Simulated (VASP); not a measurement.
# MnO: single point with PBE+U

The system is MnO.

```
CELL_PARAMETERS angstrom
0.00000 2.20500 2.20500
2.20500 0.00000 2.20500
2.20500 2.20500 0.00000
ATOMIC_POSITIONS crystal
Mn 0.00000 0.00000 0.00000
O 0.50000 0.50000 0.50000
```

```json
{
 "Program": "VASP 6.6.1",
 "Task": "single point",
 "Functional": "PBE",
 "Potentials or basis": "VASP PAW PBE potentials, release 64 (Mn_pv, O)",
 "Cutoff": "520 eV",
 "k mesh": "9 × 9 × 9",
 "Occupations": "fermi-dirac, width 0.03 eV",
 "Spin": "collinear spin, ferromagnetic start",
 "Starting moments": "[7.0, 0.0] μB",
 "Fixed moment": "7 μB",
 "Hubbard terms": "Mn d U = 2.7 eV",
 "Dipole correction": "no",
 "Further INCAR settings": "ALGO = Normal; EDIFF = 1e-07; NBANDS = 20"
}
```

```yaml
Pressure: 85.2 GPa
Net_moment: 7.00 μB per cell
Site_moments: Mn +4.95; O +1.15 μB
Valence_electrons_inside_the_program's_atomic_spheres: Mn 11.47; O 4.87
```

Eigenvalues of the final occupation matrices:
| site | spin | trace | eigenvalues |
| --- | --- | --- | --- |
| site 1 d | 1 | 4.76 | 0.93 0.93 0.93 0.98 0.98 |
| site 1 d | 2 | 0.13 | 0.01 0.01 0.01 0.04 0.04 |

Wall time 46 s on 1 thread of Intel Xeon 8259CL (shared host), peak memory 0.16 GiB.

Caveat: the cell stands under pressure; the total moment is fixed, so each spin has its own Fermi level; a cell with one magnetic atom can't hold antiferromagnetic order, which such compounds often take. The state reached can hang on the start; a lower one may exist.
